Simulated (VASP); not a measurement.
# Rh (Cmcm) in VASP: single point with LDA

Aim: the single point of Rh with LDA.

Everything below comes from runs of VASP 6.6.1. Logs are shortened: lines on timing, memory, paths and dates and some standing lists are left out, and cuts for length are marked.

### 1 The cell of the first run

It takes space group Cmcm (No. 63, orthorhombic). The conventional cell has a = 2.511 Å, b = 4.687 Å, c = 8.985 Å, α = 90.00°, β = 90.00°, γ = 90.00°. Within 3.3 Å of Rh (site symmetry 2/m) lie 12 Rh at 2.51 to 2.74 Å. Rh (site symmetry m2m) has 12 Rh at 2.51 to 2.74 Å within 3.3 Å.

### 2 Single point, LDA

Contents of INCAR:

```
ALGO = Fast
EDIFF = 1E-7
ENCUT = 520
GGA = CA
ISIF = 2
ISMEAR = 0
LASPH = T
LCHARG = F
LREAL = F
LWAVE = F
NBANDS = 38
NELM = 80
PREC = Accurate
SIGMA = 0.15
```

Contents of KPOINTS:

```
k-points
0
Gamma
  18 18 6
```

Contents of POSCAR:

```
Rh
1.0
    2.5109757910      0.0000000000      0.0000000000
   -1.2554878955      2.3434807781      0.0000000000
    0.0000000000      0.0000000000      8.9849559882
Rh
4
Direct
    0.0000000000      0.0000000000      0.0000000000
    0.3333333333      0.6666666667      0.2500000000
    0.0000000000      0.0000000000      0.5000000000
    0.6666666667      0.3333333333      0.7500000000
```

Potentials or basis: VASP PAW LDA potentials, release 64 (Rh_pv).

Command:

```sh
> cat potpaw_LDA.64/Rh_pv/POTCAR > POTCAR
> mpirun -np 1 vasp_std > vasp.out
```

OUTCAR:

```text
EDIFF = 1E-7
   ENCUT = 520
   GGA = CA
   ISIF = 2
   ISMEAR = 0
   LASPH = T
   LREAL = F
   NELM = 80
   PREC = Accurate

 ion  position               nearest neighbor table
   1  0.000  0.000  0.000-   2 2.69   4 2.69   4 2.69   2 2.69   4 2.74   2 2.74
   2  0.333  0.667  0.250-   1 2.69   3 2.69   1 2.69   3 2.69   1 2.74   3 2.74
   3  0.000  0.000  0.500-   2 2.69   4 2.69   4 2.69   2 2.69   4 2.74   2 2.74
   4  0.667  0.333  0.750-   1 2.69   3 2.69   1 2.69   3 2.69   1 2.74   3 2.74

  LATTYP: Found a base centered orthorhombic cell.
 ALAT       =     2.5109757910
 B/A-ratio  =     1.8665897031
 C/A-ratio  =     3.5782726462

  Lattice vectors:

 A1 = (   1.2554878955,  -2.3434807781,   0.0000000000)
 A2 = (   1.2554878955,   2.3434807781,   0.0000000000)
 A3 = (   0.0000000000,   0.0000000000,   8.9849559882)

Analysis of symmetry for initial positions (statically):
=====================================================================
 Subroutine PRICEL returns:
 Original cell was already a primitive cell.

 Routine SETGRP: Setting up the symmetry group for a
 base centered orthorhombic supercell.

 Subroutine GETGRP returns: Found  8 space group operations
 (whereof  4 operations were pure point group operations)
 out of a pool of  8 trial point group operations.

The static configuration has the point symmetry C_2h.
 The point group associated with its full space group is D_2h.

Analysis of symmetry for dynamics (positions and initial velocities):
=====================================================================
 Subroutine PRICEL returns:
 Original cell was already a primitive cell.

 Routine SETGRP: Setting up the symmetry group for a
 base centered orthorhombic supercell.

 Subroutine GETGRP returns: Found  8 space group operations
 (whereof  4 operations were pure point group operations)
 out of a pool of  8 trial point group operations.

The dynamic configuration has the point symmetry C_2h.
 The point group associated with its full space group is D_2h.

 Subroutine INISYM returns: Found  8 space group operations
 (whereof  4 operations are pure point group operations),
 and found     1 'primitive' translations

----------------------------------------------------------------------------------------

                                     Primitive cell

  volume of cell :      52.8713

  direct lattice vectors                    reciprocal lattice vectors
     2.510975791  0.000000000  0.000000000     0.398251550  0.213357841  0.000000000
    -1.255487895  2.343480778  0.000000000     0.000000000  0.426715683  0.000000000
     0.000000000  0.000000000  8.984955988     0.000000000  0.000000000  0.111297151

  length of vectors
     2.510975791  2.658599634  8.984955988     0.451802905  0.426715683  0.111297151

  position of ions in fractional coordinates (direct lattice)
     0.000000000  0.000000000  0.000000000
     0.333333333  0.666666667  0.250000000
     0.000000000  0.000000000  0.500000000
     0.666666667  0.333333333  0.750000000

  ion indices of the primitive-cell ions
   primitive index   ion index
                 1           1
                 2           2
                 3           3
                 4           4

----------------------------------------------------------------------------------------

 KPOINTS: k-points

Automatic generation of k-mesh.
 Grid dimensions read from file:
 generate k-points for:   18   18    6

 Generating k-lattice:

  Cartesian coordinates                     Fractional coordinates (reciprocal lattice)
     0.022125086  0.011853213  0.000000000     0.055555556 -0.000000000  0.000000000
     0.000000000  0.023706427  0.000000000     0.000000000  0.055555556  0.000000000
     0.000000000  0.000000000  0.018549525     0.000000000  0.000000000  0.166666667

  Length of vectors
     0.025100161  0.023706427  0.018549525

  Shift w.r.t. Gamma in fractional coordinates (k-lattice)
     0.000000000  0.000000000  0.000000000

 Subroutine IBZKPT returns following result:
 ===========================================

 Found    364 irreducible k-points:

 Following reciprocal coordinates:
            Coordinates               Weight
  0.000000  0.000000  0.000000      1.000000
  0.055556  0.000000  0.000000      4.000000
  0.111111  0.000000  0.000000      4.000000
  0.166667  0.000000  0.000000      4.000000
  0.222222  0.000000  0.000000      4.000000
  0.277778  0.000000  0.000000      4.000000
[... 16 lines left out ...]
 -0.333333  0.055556  0.000000      4.000000
 -0.277778  0.055556  0.000000      4.000000
 [... further k-points ...]
   k-points           NKPTS =    364   k-points in BZ     NKDIM =    364   number of bands    NBANDS=     38
   number of dos      NEDOS =    301   number of ions     NIONS =      4
   total plane-waves  NPLWV =  28000
   dimension x,y,z NGX =    20 NGY =   20 NGZ =   70
   dimension x,y,z NGXF=    40 NGYF=   40 NGZF=  140
   ions per type =               4
   NGX,Y,Z   is equivalent  to a cutoff of  13.24, 12.51, 12.95 a.u.
   NGXF,Y,Z  is equivalent  to a cutoff of  26.48, 25.01, 25.90 a.u.
 SYSTEM =  unknown system
   PREC   = accura    normal or accurate (medium, high low for compatibility)
   ISTART =      0    job   : 0-new  1-cont  2-samecut
   ICHARG =      2    charge: 1-file 2-atom 10-const
   ISPIN  =      1    spin polarized calculation?
   LNONCOLLINEAR =      F non collinear calculations
   LSORBIT =      F    spin-orbit coupling
   LASPH  =      T    aspherical Exc in radial PAW
   ENCUT  =  520.0 eV  38.22 Ry    6.18 a.u.   4.67  4.94 16.71*2*pi/ulx,y,z
   NELM   =     80;   NELMIN=  2; NELMDL= -5     # of ELM steps
   EDIFF  = 0.1E-06   stopping-criterion for ELM
   LREAL  =      F    real-space projection
   EDIFFG = 0.1E-05   stopping-criterion for IOM
   NSW    =      0    number of steps for IOM
   IBRION =     -1    ionic relax: 0-MD 1-quasi-New 2-CG
   NFREE  =      0    steps in history (QN), initial steepest desc. (CG)
   ISIF   =      2    stress and relaxation
   ISYM   =      2    0-nonsym 1-usesym 2-fastsym
   POTIM  = 0.5000    time-step for ionic-motion
   TEBEG  =    0.0;   TEEND  =   0.0 temperature during run
   PSTRESS=    0.0 pullay stress
   NELECT =      60.0000    total number of electrons
   NUPDOWN=      -1.0000    fix difference up-down
   EMIN   =  10.00;   EMAX   =-10.00  energy-range for DOS
   EFERMI =   0.00;   METHOD = LEGACY
   ISMEAR =     0;   SIGMA  =   0.15  broadening in eV -4-tet -1-fermi 0-gaus
   EFERMI_NEDOS =   21; number of points for ismear=-14 and -15
   IALGO  =     68    algorithm
   IMIX   =      4    mixing-type and parameters
     AMIX     =   0.40;   BMIX     =  1.00
     AMIX_MAG =   1.60;   BMIX_MAG =  1.00
  volume/ion in A,a.u.               =      13.22        89.20
  Fermi-wavevector in a.u.,A,eV,Ry     =   1.707597  3.226890 39.673041  2.915886
  Thomas-Fermi vector in A             =   2.786420
   LORBIT       =      0    0 simple, 1 ext, 2 COOP (PROOUT), +10 PAW based schemes
   GGA     = CA    functional components
   LHFCALC =     F    Hartree Fock is set to
   AEXX    =    0.0000 exact exchange contribution
   IVDW    =     0    specifies the selected vdW correction
   LEPSILON=     F    determine dielectric tensor
   LRPA    =     F    only Hartree local field effects (RPA)
 non-spin polarized calculation
 RMM-DIIS sequential band-by-band and
 Gauss-broadening in eV      SIGMA  =   0.15
  energy-cutoff  :      520.00
  volume of cell :       52.87
 maximum number of plane-waves:      1448
   NGX =  9   NGY =  9   NGZ = 33

 number of electron      60.0000014 magnetization

 Free energy of the ion-electron system (eV)
  ---------------------------------------------------
  ext. energy  EPLUGINS =         0.00000000
  ---------------------------------------------------
  free energy    TOTEN  =       -34.34285323 eV

  energy without entropy =      -34.28198391  energy(sigma->0) =      -34.31241857

 E-fermi :  12.4666     XC(G=0): -14.5959

 val. band max:       12.4661617567   @ k =   0.0000   0.3889   0.5000
 cond. band min:      12.4682124137   @ k =   0.1111   0.3889   0.1667
 fundamental gap:      0.0020506570
 Fermi energy:        12.4666152836

 k-point     1 :       0.0000    0.0000    0.0000
  band No.  band energies     occupation
      1     -34.5209      2.00000
      2     -34.1573      2.00000
      3     -34.1554      2.00000
      4     -33.8532      2.00000
      5     -33.8198      2.00000
      6     -33.8054      2.00000
[... 30 lines left out ...]
     37      20.6002      0.00000
     38      26.5464      0.00000

 k-point     2 :       0.0556    0.0000    0.0000
  band No.  band energies     occupation
      1     -34.5119      2.00000
      2     -34.1568      2.00000
      3     -34.1551      2.00000
      4     -33.8621      2.00000
      5     -33.8348      2.00000
      6     -33.8197      2.00000
[... 30 lines left out ...]
     37      20.5846      0.00000
     38      26.6926      0.00000

 k-point     3 :       0.1111    0.0000    0.0000
  band No.  band energies     occupation
      1     -34.4857      2.00000
      2     -34.1587      2.00000
      3     -34.1576      2.00000
      4     -33.9157      2.00000
      5     -33.8787      2.00000
      6     -33.8598      2.00000
[... 30 lines left out ...]
     37      20.5433      0.00000
     38      27.0436      0.00000

 k-point     4 :       0.1667    0.0000    0.0000
  band No.  band energies     occupation
      1     -34.4442      2.00000
      2     -34.1797      2.00000
      3     -34.1779      2.00000
      4     -34.0284      2.00000
      5     -33.9700      2.00000
      6     -33.9414      2.00000
[... 30 lines left out ...]
     37      20.4941      0.00000
     38      27.4930      0.00000
[... 703 lines left out ...]
      4     -34.5063      2.00000
      5     -34.2140      2.00000
      6     -34.0240      2.00000
[... 30 lines left out ...]
     37      21.3350      0.00000
     38      23.6864      0.00000

 k-point    23 :      -0.3333    0.0556    0.0000
  band No.  band energies     occupation
      1     -34.4838      2.00000
      2     -34.4672      2.00000
      3     -34.4140      2.00000
      4     -34.3869      2.00000
      5     -34.2807      2.00000
      6     -34.0092      2.00000
[... 30 lines left out ...]
     37      20.6429      0.00000
     38      25.4954      0.00000

 k-point    24 :      -0.2778    0.0556    0.0000
  band No.  band energies     occupation
      1     -34.3573      2.00000
      2     -34.3488      2.00000
      3     -34.3282      2.00000
      4     -34.2784      2.00000
      5     -34.2405      2.00000
      6     -34.0121      2.00000
[... 30 lines left out ...]
     37      20.5185      0.00000
     38      27.4246      0.00000

 [... further k-points ...]
[... 5 lines left out ...]
  --------------------------------------------------------------------------------------
  -------------------------------------------------------------------------------------
  Total        9.6849164     -1.4280202     -3.8463686      0.0000000      0.0000000      0.0000000
  in kB      293.4854550    -43.2738029   -116.5578708      0.0000000      0.0000000      0.0000000
  external PRESSURE =      44.5512604 kB  Pullay stress =       0.0000000 kB

 VOLUME and BASIS-vectors are now :
 -----------------------------------------------------------------------------
  energy-cutoff  :      520.00
  volume of cell :       52.87
      direct lattice vectors                 reciprocal lattice vectors
     2.510975791  0.000000000  0.000000000     0.398251550  0.213357841  0.000000000
    -1.255487895  2.343480778  0.000000000     0.000000000  0.426715683  0.000000000
     0.000000000  0.000000000  8.984955988     0.000000000  0.000000000  0.111297151

 POSITION                                       TOTAL-FORCE (eV/Angst)
 -----------------------------------------------------------------------------------
      0.00000      0.00000      0.00000         0.000000      0.000000      0.000000
     -0.00000      1.56232      2.24624        -0.000000     -0.126478      0.000000
      0.00000      0.00000      4.49248         0.000000      0.000000      0.000000
      1.25549      0.78116      6.73872         0.000000      0.126478      0.000000
 -----------------------------------------------------------------------------------
    total drift:                                0.000000     -0.000000      0.000000

  FREE ENERGIE OF THE ION-ELECTRON SYSTEM (eV)
  ---------------------------------------------------
  free  energy   TOTEN  =       -34.3428532299 eV

  energy  without entropy=      -34.2819839056  energy(sigma->0) =      -34.31241857
```

Run time: 7.4 min. Hardware: 1 thread of AMD EPYC 9R45 (Zen 5), shared host; peak memory 0.51 GiB.

What came out:

* Free energy: -34.3429 eV
* Pressure: 4.5 GPa
* Largest force: 0.126 eV/Å
* Band gap on the k mesh: zero (bands 30 and 31 overlap by 2.21 eV)

Forces on the atoms (eV/Å):
```
Rh   0.000  0.000  0.000
Rh   0.000 -0.126  0.000
Rh   0.000  0.000  0.000
Rh   0.000  0.126  0.000
```

Caveat: the cell differs from its parent crystal (strain +e along x and -e along y -0.0367, strain +e along z and -e/2 along x and y +0.0367); the stress differs along the axes, from -12 to 29 GPa.
